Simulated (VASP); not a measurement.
# Si2W (I4/mmm) in VASP: a series of runs

The runs below take Si2W through single point, with PBE.

Everything below comes from runs of VASP 6.6.1. Logs are shortened: lines on timing, memory, paths and dates and some standing lists are left out, and cuts for length are marked.

## (1) The cell of the first run

Symmetry: I4/mmm, No. 139, tetragonal system. Conventional cell: a = 3.141 Å, b = 3.141 Å, c = 7.652 Å, α = 90.00°, β = 90.00°, γ = 90.00°. Si (site symmetry 4mm) has 9 Si at 2.53 to 3.14 Å and 5 W at 2.56 Å within 3.3 Å. W (site symmetry 4/mmm) has 10 Si at 2.56 Å and 4 W at 3.14 Å within 3.4 Å.

## (2) Single point, PBE (12.58 Å³/atom)

File INCAR:

```
PREC = Accurate ; ENCUT = 520
EDIFF = 1E-7 ; ISMEAR = 0
SIGMA = 0.15 ; LREAL = False
LASPH = True ; NELM = 100
ALGO = Normal ; ISIF = 2
LWAVE = False ; LCHARG = True
GGA = PE ; LELF = True
LVHAR = True ; NBANDS = 18
```

File KPOINTS:

```
regular mesh
0
Gamma
  18 18 18
```

File POSCAR:

```
Si2W
1.0
   -1.5703958534      1.5703958534      3.8258119981
    1.5703958534     -1.5703958534      3.8258119981
    1.5703958534      1.5703958534     -3.8258119981
Si W
2 1
Direct
    0.3345726944      0.3345726944      0.0000000000
    0.6654273056      0.6654273056      0.0000000000
    0.0000000000      0.0000000000      0.0000000000
```

Potentials or basis: VASP PAW PBE potentials, release 64 (Si, W_sv).

Run with:

```
$ cat potpaw_PBE.64/Si/POTCAR potpaw_PBE.64/W_sv/POTCAR > POTCAR
$ mpirun -np 1 vasp_std > vasp.out
```

OUTCAR:

```text
PREC = Accurate
   ENCUT = 520
   EDIFF = 1E-7
   ISMEAR = 0
   LREAL = False
   LASPH = True
   NELM = 100
   ISIF = 2
   GGA = PE

 ion  position               nearest neighbor table
   1  0.335  0.335  0.000-   2 2.53   3 2.56   3 2.56   3 2.56   3 2.56   3 2.56   2 2.57   2 2.57
                             2 2.57   2 2.57
   2  0.665  0.665  0.000-   1 2.53   3 2.56   3 2.56   3 2.56   3 2.56   3 2.56   1 2.57   1 2.57
                             1 2.57   1 2.57
   3  0.000  0.000  0.000-   2 2.56   2 2.56   2 2.56   1 2.56   2 2.56   1 2.56   1 2.56   1 2.56
                             1 2.56   2 2.56

  LATTYP: Found a body centered tetragonal cell.
 ALAT       =     3.1407917068
 C/A-ratio  =     2.4362086730

  Lattice vectors:

 A1 = (  -1.5703958534,   1.5703958534,   3.8258119981)
 A2 = (   1.5703958534,  -1.5703958534,   3.8258119981)
 A3 = (   1.5703958534,   1.5703958534,  -3.8258119981)

Analysis of symmetry for initial positions (statically):
=====================================================================
 Subroutine PRICEL returns:
 Original cell was already a primitive cell.

 Routine SETGRP: Setting up the symmetry group for a
 body centered tetragonal supercell.

 Subroutine GETGRP returns: Found 16 space group operations
 (whereof 16 operations were pure point group operations)
 out of a pool of 16 trial point group operations.

The static configuration has the point symmetry D_4h.

Analysis of symmetry for dynamics (positions and initial velocities):
=====================================================================
 Subroutine PRICEL returns:
 Original cell was already a primitive cell.

 Routine SETGRP: Setting up the symmetry group for a
 body centered tetragonal supercell.

 Subroutine GETGRP returns: Found 16 space group operations
 (whereof 16 operations were pure point group operations)
 out of a pool of 16 trial point group operations.

The dynamic configuration has the point symmetry D_4h.

 Subroutine INISYM returns: Found 16 space group operations
 (whereof 16 operations are pure point group operations),
 and found     1 'primitive' translations

----------------------------------------------------------------------------------------

                                     Primitive cell

  volume of cell :      37.7400

  direct lattice vectors                    reciprocal lattice vectors
    -1.570395853  1.570395853  3.825811998     0.000000000  0.318391060  0.130691210
     1.570395853 -1.570395853  3.825811998     0.318391060  0.000000000  0.130691210
     1.570395853  1.570395853 -3.825811998     0.318391060  0.318391060  0.000000000

  length of vectors
     4.423700229  4.423700229  4.423700229     0.344170102  0.344170102  0.450272955

  position of ions in fractional coordinates (direct lattice)
     0.334572694  0.334572694  0.000000000
     0.665427306  0.665427306  0.000000000
     0.000000000  0.000000000  0.000000000

  ion indices of the primitive-cell ions
   primitive index   ion index
                 1           1
                 2           2
                 3           3

----------------------------------------------------------------------------------------

 KPOINTS: regular mesh

Automatic generation of k-mesh.
 Grid dimensions read from file:
 generate k-points for:   18   18   18

 Generating k-lattice:

  Cartesian coordinates                     Fractional coordinates (reciprocal lattice)
     0.000000000  0.017688392  0.007260623     0.055555556  0.000000000 -0.000000000
     0.017688392  0.000000000  0.007260623     0.000000000  0.055555556 -0.000000000
     0.017688392  0.017688392  0.000000000     0.000000000  0.000000000  0.055555556

  Length of vectors
     0.019120561  0.019120561  0.025015164

  Shift w.r.t. Gamma in fractional coordinates (k-lattice)
     0.000000000  0.000000000  0.000000000

 Subroutine IBZKPT returns following result:
 ===========================================

 Found    480 irreducible k-points:

 Following reciprocal coordinates:
            Coordinates               Weight
  0.000000  0.000000  0.000000      1.000000
  0.055556 -0.000000  0.000000      8.000000
  0.111111 -0.000000  0.000000      8.000000
  0.166667 -0.000000  0.000000      8.000000
  0.222222  0.000000  0.000000      8.000000
  0.277778 -0.000000  0.000000      8.000000
[... 16 lines left out ...]
 -0.277778  0.055556 -0.000000     16.000000
 -0.222222  0.055556 -0.000000     16.000000
 [... further k-points ...]
   k-points           NKPTS =    480   k-points in BZ     NKDIM =    480   number of bands    NBANDS=     18
   number of dos      NEDOS =    301   number of ions     NIONS =      3
   total plane-waves  NPLWV =  46656
   dimension x,y,z NGX =    36 NGY =   36 NGZ =   36
   dimension x,y,z NGXF=    72 NGYF=   72 NGZF=   72
   ions per type =               2   1
   NGX,Y,Z   is equivalent  to a cutoff of  13.53, 13.53, 13.53 a.u.
   NGXF,Y,Z  is equivalent  to a cutoff of  27.06, 27.06, 27.06 a.u.
 SYSTEM =  unknown system
   PREC   = accura    normal or accurate (medium, high low for compatibility)
   ISTART =      0    job   : 0-new  1-cont  2-samecut
   ICHARG =      2    charge: 1-file 2-atom 10-const
   ISPIN  =      1    spin polarized calculation?
   LNONCOLLINEAR =      F non collinear calculations
   LSORBIT =      F    spin-orbit coupling
   LASPH  =      T    aspherical Exc in radial PAW
   ENCUT  =  520.0 eV  38.22 Ry    6.18 a.u.   8.23  8.23  8.23*2*pi/ulx,y,z
   NELM   =    100;   NELMIN=  2; NELMDL= -5     # of ELM steps
   EDIFF  = 0.1E-06   stopping-criterion for ELM
   LREAL  =      F    real-space projection
   EDIFFG = 0.1E-05   stopping-criterion for IOM
   NSW    =      0    number of steps for IOM
   IBRION =     -1    ionic relax: 0-MD 1-quasi-New 2-CG
   NFREE  =      0    steps in history (QN), initial steepest desc. (CG)
   ISIF   =      2    stress and relaxation
   ISYM   =      2    0-nonsym 1-usesym 2-fastsym
   POTIM  = 0.5000    time-step for ionic-motion
   TEBEG  =    0.0;   TEEND  =   0.0 temperature during run
   PSTRESS=    0.0 pullay stress
   NELECT =      22.0000    total number of electrons
   NUPDOWN=      -1.0000    fix difference up-down
   EMIN   =  10.00;   EMAX   =-10.00  energy-range for DOS
   EFERMI =   0.00;   METHOD = LEGACY
   ISMEAR =     0;   SIGMA  =   0.15  broadening in eV -4-tet -1-fermi 0-gaus
   EFERMI_NEDOS =   21; number of points for ismear=-14 and -15
   IALGO  =     38    algorithm
   IMIX   =      4    mixing-type and parameters
     AMIX     =   0.40;   BMIX     =  1.00
     AMIX_MAG =   1.60;   BMIX_MAG =  1.00
  volume/ion in A,a.u.               =      12.58        84.89
  Fermi-wavevector in a.u.,A,eV,Ry     =   1.367566  2.584326 25.446131  1.870238
  Thomas-Fermi vector in A             =   2.493608
   LORBIT       =      0    0 simple, 1 ext, 2 COOP (PROOUT), +10 PAW based schemes
   GGA     = PE    functional components
   LHFCALC =     F    Hartree Fock is set to
   AEXX    =    0.0000 exact exchange contribution
   IVDW    =     0    specifies the selected vdW correction
   LEPSILON=     F    determine dielectric tensor
   LRPA    =     F    only Hartree local field effects (RPA)
 non-spin polarized calculation
 Gauss-broadening in eV      SIGMA  =   0.15
  energy-cutoff  :      520.00
  volume of cell :       37.74
 maximum number of plane-waves:      1033
 NGX is ok and might be reduce to    36
   NGX = 17   NGY = 17   NGZ = 17

 number of electron      22.0000002 magnetization

 Free energy of the ion-electron system (eV)
  ---------------------------------------------------
  ext. energy  EPLUGINS =         0.00000000
  ---------------------------------------------------
  free energy    TOTEN  =       -24.60307452 eV

  energy without entropy =      -24.60093193  energy(sigma->0) =      -24.60200323

 E-fermi :  12.9777     XC(G=0): -12.8609

 val. band max:       12.9617375890   @ k =  -0.3889   0.5000   0.3333
 cond. band min:      13.0306551909   @ k =  -0.4444   0.5000   0.2778
 fundamental gap:      0.0689176019
 Fermi energy:        12.9777297038

 k-point     1 :       0.0000    0.0000    0.0000
  band No.  band energies     occupation
      1     -60.7157      2.00000
      2     -25.0501      2.00000
      3     -24.9947      2.00000
      4     -24.9947      2.00000
      5      -1.6887      2.00000
      6       5.6631      2.00000
[... 10 lines left out ...]
     17      19.1568      0.00000
     18      19.1568      0.00000

 k-point     2 :       0.0556   -0.0000    0.0000
  band No.  band energies     occupation
      1     -60.7154      2.00000
      2     -25.0494      2.00000
      3     -25.0036      2.00000
      4     -24.9939      2.00000
      5      -1.6255      2.00000
      6       5.6769      2.00000
[... 10 lines left out ...]
     17      19.1566      0.00000
     18      19.3769      0.00000

 k-point     3 :       0.1111   -0.0000    0.0000
  band No.  band energies     occupation
      1     -60.7144      2.00000
      2     -25.0476      2.00000
      3     -25.0289      2.00000
      4     -24.9916      2.00000
      5      -1.4374      2.00000
      6       5.7084      2.00000
[... 10 lines left out ...]
     17      19.2013      0.00000
     18      19.9052      0.00000

 k-point     4 :       0.1667   -0.0000    0.0000
  band No.  band energies     occupation
      1     -60.7130      2.00000
      2     -25.0676      2.00000
      3     -25.0446      2.00000
      4     -24.9881      2.00000
      5      -1.1292      2.00000
      6       5.7219      2.00000
[... 375 lines left out ...]
      4     -24.9830      2.00000
      5       0.3853      2.00000
      6       4.9590      2.00000
[... 10 lines left out ...]
     17      20.7850      0.00000
     18      21.6808      0.00000

 k-point    23 :      -0.2778    0.0556   -0.0000
  band No.  band energies     occupation
      1     -60.7090      2.00000
      2     -25.1630      2.00000
      3     -25.0355      2.00000
      4     -24.9875      2.00000
      5      -0.2137      2.00000
      6       5.5514      2.00000
[... 10 lines left out ...]
     17      20.5469      0.00000
     18      21.4338      0.00000

 k-point    24 :      -0.2222    0.0556   -0.0000
  band No.  band energies     occupation
      1     -60.7109      2.00000
      2     -25.1135      2.00000
      3     -25.0393      2.00000
      4     -24.9922      2.00000
      5      -0.7206      2.00000
      6       5.9046      2.00000
[... 10 lines left out ...]
     17      19.7836      0.00000
     18      21.5258      0.00000

 [... further k-points ...]

------------------------ aborting loop because EDIFF is reached ----------------------------------------

  FORCE on cell =-STRESS in cart. coord.  units (eV):
  Direction    XX          YY          ZZ          XY          YZ          ZX
  --------------------------------------------------------------------------------------
  -------------------------------------------------------------------------------------
  Total        5.0104449      5.0104449      5.7162996      0.0000000     -0.0000000     -0.0000000
  in kB      212.7085665    212.7085665    242.6742330      0.0000000     -0.0000000     -0.0000000
  external PRESSURE =     222.6971220 kB  Pullay stress =       0.0000000 kB

 VOLUME and BASIS-vectors are now :
 -----------------------------------------------------------------------------
  energy-cutoff  :      520.00
  volume of cell :       37.74
      direct lattice vectors                 reciprocal lattice vectors
    -1.570395853  1.570395853  3.825811998     0.000000000  0.318391060  0.130691210
     1.570395853 -1.570395853  3.825811998     0.318391060  0.000000000  0.130691210
     1.570395853  1.570395853 -3.825811998     0.318391060  0.318391060  0.000000000

 POSITION                                       TOTAL-FORCE (eV/Angst)
 -----------------------------------------------------------------------------------
      0.00000      0.00000      2.56002        -0.000000     -0.000000     -0.244747
      0.00000      0.00000      5.09160         0.000000      0.000000      0.244747
      0.00000      0.00000      0.00000        -0.000000     -0.000000      0.000000
 -----------------------------------------------------------------------------------
    total drift:                               -0.000000      0.000000      0.000000

  FREE ENERGIE OF THE ION-ELECTRON SYSTEM (eV)
  ---------------------------------------------------
  free  energy   TOTEN  =       -24.6030745249 eV

  energy  without entropy=      -24.6009319275  energy(sigma->0) =      -24.60200323
```

Run time: 11 min. Hardware: 1 thread of Intel Xeon 8259CL, shared host; peak memory 0.45 GiB.

What came out:

* Free energy: -24.6031 eV
* Pressure: 22.3 GPa
* Largest force: 0.245 eV/Å
* Band gap on the k mesh: zero (bands 11 and 12 overlap by 1.39 eV)

Forces on the atoms (eV/Å):
```
Si   0.000  0.000 -0.245
Si   0.000  0.000  0.245
W    0.000  0.000  0.000
```

Levels at points of the mesh, in eV from the Fermi level:
```
           k point  band 7  band 8  band 9  band 10  band 11  band 12  band 13  band 14  band 15  band 16
(0.00, 0.00, 0.00)   -3.67   -3.64   -3.04    -3.04     0.67     2.67     3.20     3.28     3.28     5.04
(0.50, 0.00, 0.00)   -6.05   -5.07   -3.01    -3.01    -0.52     2.91     3.02     4.11     5.02     5.25
(0.50, 0.50, 0.00)   -6.32   -5.47   -5.29    -3.54    -1.77     3.09     3.31     3.50     4.17     4.38
(0.50, 0.50, 0.50)   -4.25   -2.78   -0.84    -0.84    -0.54    -0.54     0.88     4.81     5.75     6.22
```

Caveat: the cell stands under pressure; spin-orbit coupling is left out, which moves the levels of the heavy elements.

## (3) Single point, PBE (13.13 Å³/atom)

This run uses another cell than the first one, of 13.13 Å³/atom.

File INCAR:

```
SYSTEM = Si2W
ALGO = Normal
EDIFF = 1E-6
ENCUT = 520
GGA = PE
ISIF = 2
ISMEAR = 0
LASPH = .TRUE.
LCHARG = .TRUE.
LELF = .TRUE.
LREAL = .FALSE.
LVHAR = .TRUE.
LWAVE = .FALSE.
NBANDS = 18
NELM = 60
PREC = Accurate
SIGMA = 0.15
```

File KPOINTS:

```
k-points
0
G
  18 18 18
  0 0 0
```

File POSCAR:

```
Si2W
1.0
   -1.5609438007      1.5609438007      4.0406591225
    1.5609438007     -1.5609438007      4.0406591225
    1.5609438007      1.5609438007     -4.0406591225
Si W
2 1
Direct
    0.3345726944      0.3345726944      0.0000000000
    0.6654273056      0.6654273056      0.0000000000
    0.0000000000      0.0000000000      0.0000000000
```

Potentials or basis: VASP PAW PBE potentials, release 64 (Si, W_sv).

Run with:

```
$ cat potpaw_PBE.64/Si/POTCAR potpaw_PBE.64/W_sv/POTCAR > POTCAR
$ mpirun -np 1 vasp_std > vasp.out
```

Wall time 8.9 min (1 thread of Intel Xeon 8259CL, shared host); peak memory 0.46 GiB.

It converged, with:

```yaml
Free_energy: -24.6515 eV
Pressure: 9.5 GPa
Largest_force: 0.115 eV/Å
Band_gap_on_the_k_mesh: zero (bands 11 and 12 overlap by 1.52 eV)
```

Forces in eV/Å, atoms in the order of the input:
```
Si   0.000  0.000 -0.115
Si   0.000  0.000  0.115
W    0.000  0.000  0.000
```

Stress tensor (GPa, compression positive):
```
17.29  0.00  0.00
 0.00 17.29  0.00
 0.00  0.00 -6.01
```

Levels at points of the mesh, in eV from the Fermi level:
```
           k point  band 9  band 10  band 11  band 12  band 13  band 14
(0.00, 0.00, 0.00)   -2.69    -2.69     0.94     2.80     3.22     3.53
(0.50, 0.00, 0.00)   -3.08    -2.62    -0.34     3.07     3.14     3.30
(0.50, 0.50, 0.00)   -5.09    -3.83    -1.76     2.25     3.18     3.20
(0.50, 0.50, 0.50)   -0.64    -0.64    -0.50    -0.50     1.07     3.45
```

Caveat: the cell stands under pressure; spin-orbit coupling is left out, which moves the levels of the heavy elements.
